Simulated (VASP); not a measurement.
# Hf (Fd-3m) in VASP: a series of runs

Hf is run at these levels: PBE; tasks: single point.

Program: VASP 6.6.1. These are calculated values, not measurements. Logs are shortened: lines on timing, memory, paths and dates and some standing lists are left out, and cuts for length are marked.

## Step 1: The cell of the first run

Symmetry: Fd-3m, No. 227, cubic system. The conventional cell has a = 4.687 Å, b = 4.687 Å, c = 4.687 Å, α = 90.00°, β = 90.00°, γ = 90.00°. Hf (site symmetry -43m) has 4 Hf at 2.03 Å within 2.7 Å.

## Step 2: Single point, PBE

Input file INCAR:

```
ALGO = Normal
EDIFF = 1E-7
ENCUT = 520
GGA = PE
ISIF = 2
ISMEAR = -1
LASPH = True
LCHARG = False
LREAL = False
LWAVE = False
NBANDS = 17
NELM = 60
PREC = Accurate
SIGMA = 0.1
```

Input file KPOINTS:

```
k-points
0
Gamma
  14 14 14
```

Input file POSCAR:

```
Hf
1.0
    0.0000000000      2.3434302799      2.3434302799
    2.3434302799      0.0000000000      2.3434302799
    2.3434302799      2.3434302799      0.0000000000
Hf
2
Direct
   -0.1250000000     -0.1250000000     -0.1250000000
    0.1250000000      0.1250000000      0.1250000000
```

Potentials or basis: VASP PAW PBE potentials, release 64 (Hf_pv).

On the command line:

```console
cat potpaw_PBE.64/Hf_pv/POTCAR > POTCAR
mpirun -np 1 vasp_std > vasp.out
```

OUTCAR:

```text
EDIFF = 1E-7
   ENCUT = 520
   GGA = PE
   ISIF = 2
   ISMEAR = -1
   LASPH = True
   LREAL = False
   NELM = 60
   PREC = Accurate

 ion  position               nearest neighbor table
   1  0.875  0.875  0.875-   2 2.03   2 2.03   2 2.03   2 2.03
   2  0.125  0.125  0.125-   1 2.03   1 2.03   1 2.03   1 2.03

  LATTYP: Found a face centered cubic cell.
 ALAT       =     4.6868605598

  Lattice vectors:

 A1 = (   0.0000000000,   2.3434302799,   2.3434302799)
 A2 = (   2.3434302799,   0.0000000000,   2.3434302799)
 A3 = (   2.3434302799,   2.3434302799,   0.0000000000)

Analysis of symmetry for initial positions (statically):
=====================================================================
 Subroutine PRICEL returns:
 Original cell was already a primitive cell.

 Routine SETGRP: Setting up the symmetry group for a
 face centered cubic supercell.

 Subroutine GETGRP returns: Found 48 space group operations
 (whereof 12 operations were pure point group operations)
 out of a pool of 48 trial point group operations.

The static configuration has the point symmetry D_3d.
 The point group associated with its full space group is O_h .

Analysis of symmetry for dynamics (positions and initial velocities):
=====================================================================
 Subroutine PRICEL returns:
 Original cell was already a primitive cell.

 Routine SETGRP: Setting up the symmetry group for a
 face centered cubic supercell.

 Subroutine GETGRP returns: Found 48 space group operations
 (whereof 12 operations were pure point group operations)
 out of a pool of 48 trial point group operations.

The dynamic configuration has the point symmetry D_3d.
 The point group associated with its full space group is O_h .

 Subroutine INISYM returns: Found 48 space group operations
 (whereof 12 operations are pure point group operations),
 and found     1 'primitive' translations

----------------------------------------------------------------------------------------

                                     Primitive cell

  volume of cell :      25.7387

  direct lattice vectors                    reciprocal lattice vectors
     0.000000000  2.343430280  2.343430280    -0.213362439  0.213362439  0.213362439
     2.343430280  0.000000000  2.343430280     0.213362439 -0.213362439  0.213362439
     2.343430280  2.343430280  0.000000000     0.213362439  0.213362439 -0.213362439

  length of vectors
     3.314110884  3.314110884  3.314110884     0.369554585  0.369554585  0.369554585

  position of ions in fractional coordinates (direct lattice)
     0.875000000  0.875000000  0.875000000
     0.125000000  0.125000000  0.125000000

  ion indices of the primitive-cell ions
   primitive index   ion index
                 1           1
                 2           2

----------------------------------------------------------------------------------------

 KPOINTS: k-points

Automatic generation of k-mesh.
 Grid dimensions read from file:
 generate k-points for:   14   14   14

 Generating k-lattice:

  Cartesian coordinates                     Fractional coordinates (reciprocal lattice)
    -0.015240174  0.015240174  0.015240174     0.071428571  0.000000000  0.000000000
     0.015240174 -0.015240174  0.015240174     0.000000000  0.071428571  0.000000000
     0.015240174  0.015240174 -0.015240174     0.000000000  0.000000000  0.071428571

  Length of vectors
     0.026396756  0.026396756  0.026396756

  Shift w.r.t. Gamma in fractional coordinates (k-lattice)
     0.000000000  0.000000000  0.000000000

 Subroutine IBZKPT returns following result:
 ===========================================

 Found    104 irreducible k-points:

 Following reciprocal coordinates:
            Coordinates               Weight
  0.000000  0.000000  0.000000      1.000000
  0.071429  0.000000  0.000000      8.000000
  0.142857  0.000000  0.000000      8.000000
  0.214286  0.000000  0.000000      8.000000
  0.285714  0.000000  0.000000      8.000000
  0.357143  0.000000  0.000000      8.000000
[... 16 lines left out ...]
  0.214286  0.142857  0.000000     24.000000
  0.285714  0.142857  0.000000     24.000000
 [... further k-points ...]
   k-points           NKPTS =    104   k-points in BZ     NKDIM =    104   number of bands    NBANDS=     17
   number of dos      NEDOS =    301   number of ions     NIONS =      2
   total plane-waves  NPLWV =  21952
   dimension x,y,z NGX =    28 NGY =   28 NGZ =   28
   dimension x,y,z NGXF=    56 NGYF=   56 NGZF=   56
   ions per type =               2
   NGX,Y,Z   is equivalent  to a cutoff of  14.05, 14.05, 14.05 a.u.
   NGXF,Y,Z  is equivalent  to a cutoff of  28.09, 28.09, 28.09 a.u.
 SYSTEM =  unknown system
   PREC   = accura    normal or accurate (medium, high low for compatibility)
   ISTART =      0    job   : 0-new  1-cont  2-samecut
   ICHARG =      2    charge: 1-file 2-atom 10-const
   ISPIN  =      1    spin polarized calculation?
   LNONCOLLINEAR =      F non collinear calculations
   LSORBIT =      F    spin-orbit coupling
   LASPH  =      T    aspherical Exc in radial PAW
   ENCUT  =  520.0 eV  38.22 Ry    6.18 a.u.   6.16  6.16  6.16*2*pi/ulx,y,z
   NELM   =     60;   NELMIN=  2; NELMDL= -5     # of ELM steps
   EDIFF  = 0.1E-06   stopping-criterion for ELM
   LREAL  =      F    real-space projection
   EDIFFG = 0.1E-05   stopping-criterion for IOM
   NSW    =      0    number of steps for IOM
   IBRION =     -1    ionic relax: 0-MD 1-quasi-New 2-CG
   NFREE  =      0    steps in history (QN), initial steepest desc. (CG)
   ISIF   =      2    stress and relaxation
   ISYM   =      2    0-nonsym 1-usesym 2-fastsym
   POTIM  = 0.5000    time-step for ionic-motion
   TEBEG  =    0.0;   TEEND  =   0.0 temperature during run
   PSTRESS=    0.0 pullay stress
   NELECT =      20.0000    total number of electrons
   NUPDOWN=      -1.0000    fix difference up-down
   EMIN   =  10.00;   EMAX   =-10.00  energy-range for DOS
   EFERMI =   0.00;   METHOD = LEGACY
   ISMEAR =    -1;   SIGMA  =   0.10  broadening in eV -4-tet -1-fermi 0-gaus
   EFERMI_NEDOS =   21; number of points for ismear=-14 and -15
   IALGO  =     38    algorithm
   IMIX   =      4    mixing-type and parameters
     AMIX     =   0.40;   BMIX     =  1.00
     AMIX_MAG =   1.60;   BMIX_MAG =  1.00
  volume/ion in A,a.u.               =      12.87        86.85
  Fermi-wavevector in a.u.,A,eV,Ry     =   1.505068  2.844166 30.820322  2.265230
  Thomas-Fermi vector in A             =   2.615965
   LORBIT       =      0    0 simple, 1 ext, 2 COOP (PROOUT), +10 PAW based schemes
   GGA     = PE    functional components
   LHFCALC =     F    Hartree Fock is set to
   AEXX    =    0.0000 exact exchange contribution
   IVDW    =     0    specifies the selected vdW correction
   LEPSILON=     F    determine dielectric tensor
   LRPA    =     F    only Hartree local field effects (RPA)
 non-spin polarized calculation
  energy-cutoff  :      520.00
  volume of cell :       25.74
 maximum number of plane-waves:       702
 NGX is ok and might be reduce to    28
   NGX = 13   NGY = 13   NGZ = 13

 number of electron      20.0000002 magnetization

 Free energy of the ion-electron system (eV)
  ---------------------------------------------------
  ext. energy  EPLUGINS =         0.00000000
  ---------------------------------------------------
  free energy    TOTEN  =        -2.00453603 eV

  energy without entropy =       -1.94810878  energy(sigma->0) =       -1.97632241

 E-fermi :   9.3079     XC(G=0): -13.7502

 val. band max:        9.2875270417   @ k =   0.5000   0.3571   0.0000
 cond. band min:       9.3153618411   @ k =   0.3571   0.0000   0.0000
 fundamental gap:      0.0278347994
 Fermi energy:         9.3079476143

 k-point     1 :       0.0000    0.0000    0.0000
  band No.  band energies     occupation
      1     -24.8633      2.00000
      2     -24.8633      2.00000
      3     -24.8633      2.00000
      4     -19.9398      2.00000
      5     -19.9398      2.00000
      6     -19.9398      2.00000
[... 9 lines left out ...]
     16      20.8947      0.00000
     17      22.0350      0.00000

 k-point     2 :       0.0714    0.0000    0.0000
  band No.  band energies     occupation
      1     -24.9051      2.00000
      2     -24.9051      2.00000
      3     -24.8726      2.00000
      4     -19.9044      2.00000
      5     -19.8778      2.00000
      6     -19.8778      2.00000
[... 9 lines left out ...]
     16      21.0384      0.00000
     17      22.0439      0.00000

 k-point     3 :       0.1429    0.0000    0.0000
  band No.  band energies     occupation
      1     -25.0170      2.00000
      2     -25.0170      2.00000
      3     -24.9034      2.00000
      4     -19.7943      2.00000
      5     -19.7092      2.00000
      6     -19.7092      2.00000
[... 9 lines left out ...]
     16      21.6592      0.00000
     17      22.0807      0.00000

 k-point     4 :       0.2143    0.0000    0.0000
  band No.  band energies     occupation
      1     -25.1674      2.00000
      2     -25.1674      2.00000
      3     -24.9593      2.00000
      4     -19.6079      2.00000
      5     -19.4772      2.00000
      6     -19.4772      2.00000
[... 9 lines left out ...]
     16      22.1435      0.00000
     17      22.8315      0.00000
[... 343 lines left out ...]
      1     -25.2099      2.00000
      2     -25.2099      2.00000
      3     -24.5673      2.00000
      4     -20.2269      2.00000
      5     -19.4237      2.00000
      6     -19.4237      2.00000
[... 9 lines left out ...]
     16      21.3004      0.00000
     17      21.5318      0.00000

 k-point    23 :       0.2143    0.1429    0.0000
  band No.  band energies     occupation
      1     -25.3783      2.00000
      2     -25.3666      2.00000
      3     -24.4470      2.00000
      4     -20.3064      2.00000
      5     -19.1768      2.00000
      6     -19.1654      2.00000
[... 9 lines left out ...]
     16      20.7001      0.00000
     17      21.8202      0.00000

 k-point    24 :       0.2857    0.1429    0.0000
  band No.  band energies     occupation
      1     -25.5820      2.00000
      2     -25.5179      2.00000
      3     -24.3657      2.00000
      4     -20.2814      2.00000
      5     -18.9286      2.00000
      6     -18.8643      2.00000
[... 9 lines left out ...]
     16      20.0506      0.00000
     17      22.2005      0.00000

 [... further k-points ...]
[... 5 lines left out ...]
  --------------------------------------------------------------------------------------
  -------------------------------------------------------------------------------------
  Total       38.5232035     38.5232035     38.5232035     -0.0000000      0.0000000     -0.0000000
  in kB     2397.9872500   2397.9872500   2397.9872500     -0.0000000      0.0000000     -0.0000000
  external PRESSURE =    2397.9872500 kB  Pullay stress =       0.0000000 kB

 VOLUME and BASIS-vectors are now :
 -----------------------------------------------------------------------------
  energy-cutoff  :      520.00
  volume of cell :       25.74
      direct lattice vectors                 reciprocal lattice vectors
     0.000000000  2.343430280  2.343430280    -0.213362439  0.213362439  0.213362439
     2.343430280  0.000000000  2.343430280     0.213362439 -0.213362439  0.213362439
     2.343430280  2.343430280  0.000000000     0.213362439  0.213362439 -0.213362439

 POSITION                                       TOTAL-FORCE (eV/Angst)
 -----------------------------------------------------------------------------------
      4.10100      4.10100      4.10100         0.000000      0.000000      0.000000
      0.58586      0.58586      0.58586        -0.000000     -0.000000     -0.000000
 -----------------------------------------------------------------------------------
    total drift:                                0.000000     -0.000000     -0.000000

  FREE ENERGIE OF THE ION-ELECTRON SYSTEM (eV)
  ---------------------------------------------------
  free  energy   TOTEN  =        -2.0045360320 eV

  energy  without entropy=       -1.9481087805  energy(sigma->0) =       -1.97632241
```

Run time: 21 s. Hardware: 1 thread of Intel Xeon 6975P-C (Granite Rapids), shared host; peak memory 0.18 GiB.

What came out:

```
Free energy            : -2.0045 eV
Pressure               : 239.8 GPa
Band gap on the k mesh : zero (band 10 reaches 10.80 eV, above the bottom of band 11 at 7.82 eV)
```

Levels at points of the mesh, in eV from the Fermi level:
| k point | band 8 | band 9 | band 10 | band 11 | band 12 | band 13 |
| --- | --- | --- | --- | --- | --- | --- |
| (0.00, 0.00, 0.00) | -4.38 | -4.38 | 0.14 | 0.14 | 0.14 | 6.22 |
| (0.50, 0.00, 0.00) | -3.63 | -3.63 | -2.79 | -1.49 | -1.49 | 4.14 |
| (0.50, 0.50, 0.00) | -6.37 | -1.41 | -1.41 | 2.05 | 2.05 | 4.48 |

Caveat: spin-orbit coupling is left out, which moves the levels of the heavy elements.

## Step 3: Single point, PBE

Input file INCAR:

```
PREC     = Accurate       # precision mode
ENCUT    = 520            # plane-wave cutoff, eV
EDIFF    = 1E-6           # SCF threshold, eV
ISMEAR   = -1             # smearing method
SIGMA    = 0.1            # smearing width, eV
LREAL    = False          # projectors in reciprocal space
LASPH    = True           # aspherical terms in the spheres
NELM     = 100            # most SCF steps
ALGO     = Normal         # electronic algorithm
ISIF     = 2              # what is computed and relaxed
LWAVE    = False          # write WAVECAR
LCHARG   = True           # write CHGCAR
GGA      = PE             # functional
LELF     = True           # ELF
LVHAR    = True         
NBANDS   = 17             # bands
```

Input file KPOINTS:

```
regular mesh
0
Gamma
  14 14 14
```

Input file POSCAR:

```
Hf
1.0
    0.0000000000      2.3428633651      2.3428633651
    2.3428633651      0.0000000000      2.3428633651
    2.3428633651      2.3428633651      0.0000000000
Hf
2
Direct
   -0.1250000000     -0.1250000000     -0.1250000000
    0.1250000000      0.1250000000      0.1250000000
```

Potentials or basis: VASP PAW PBE potentials, release 64 (Hf_pv).

On the command line:

```console
cat potpaw_PBE.64/Hf_pv/POTCAR > POTCAR
mpirun -np 1 vasp_std > vasp.out
```

Wall time 20 s (1 thread of Intel Xeon 6975P-C (Granite Rapids), shared host); peak memory 0.18 GiB.

The run converged. Its results:

```yaml
Free_energy: -1.9765 eV
Pressure: 240.4 GPa
Band_gap_on_the_k_mesh: zero (band 10 reaches 10.81 eV, above the bottom of band 11 at 7.82 eV)
```

Levels at points of the mesh, in eV from the Fermi level:
```tsv
k point	band 6	band 7	band 8	band 9	band 10	band 11	band 12	band 13	band 14	band 15
(0.00, 0.00, 0.00)	-29.25	-7.80	-4.39	-4.39	0.14	0.14	0.14	6.23	6.23	6.23
(0.50, 0.00, 0.00)	-28.14	-4.62	-3.63	-3.63	-2.80	-1.49	-1.49	4.14	9.16	9.16
(0.50, 0.50, 0.00)	-26.84	-6.38	-6.38	-1.41	-1.41	2.05	2.05	4.48	4.48	10.30
```

Caveat: spin-orbit coupling is left out, which moves the levels of the heavy elements.
